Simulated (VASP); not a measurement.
**HfCrSe4: single point with PBEsol**

Crystal: HfCrSe4.

```xyz
6
Lattice="6.0802 0.0000 0.0000 0.0000 3.6571 0.0000 0.0000 0.0000 6.1799" Properties=species:S:1:pos:R:3 pbc="T T T"
Se    1.5200    0.0000    2.0394
Se    4.5601    0.0000    4.1405
Se    1.5200    1.8285    5.1293
Se    4.5601    1.8285    1.0506
Cr    0.0000    0.0000    0.0000
Hf    0.0000    1.8285    3.0899
```

| Quantity | Value |
| --- | --- |
| Program | VASP 6.6.1 |
| Task | single point |
| Functional | PBEsol |
| Potentials or basis | VASP PAW PBE potentials, release 64 (Se, Cr_pv, Hf_pv) |
| Cutoff | 520 eV |
| k mesh | 3 × 5 × 3 |
| Occupations | fermi-dirac, width 0.1 eV |
| Spin | no spin polarisation |

The pressure is -3.0 GPa and the largest force is 1.528 eV/Å. The band gap on the k mesh is zero (band 23 reaches 3.74 eV, above the bottom of band 24 at 3.64 eV).

Forces in eV/Å, atoms in the order of the input:
```
Se   0.501  0.000 -0.926
Se  -0.501  0.000  0.926
Se  -0.142  0.000  1.522
Se   0.142  0.000 -1.522
Cr   0.000  0.000  0.000
Hf   0.000  0.000  0.000
```

Stress tensor (GPa, compression positive):
```
 0.20  0.00  2.09
 0.00 -5.32  0.00
 2.09  0.00 -3.81
```

Levels at points of the mesh, in eV from the Fermi level:
```tsv
k point	band 20	band 21	band 22	band 23	band 24	band 25	band 26	band 27
(0.00, 0.00, 0.00)	-0.46	-0.15	-0.04	0.06	0.18	0.28	1.09	1.36
```

It took 80 s on 1 thread of Intel(R) Xeon(R) Platinum 8375C CPU @ 2.90GHz (Ice Lake), on a shared host, peak memory 0.27 GiB.

Caveat: the PAW data sets were made with another functional, which shifts forces and pressure a little; spin-orbit coupling is left out, which moves the levels of the heavy elements; this functional lacks dispersion, which binds the layers, so the pressure and a relaxed spacing across them are unreliable; the run has no spin polarisation, though such a crystal can be magnetic. With open d or f shells a metallic result of PBEsol can be an artefact of self-interaction; +U or a hybrid may open a gap.
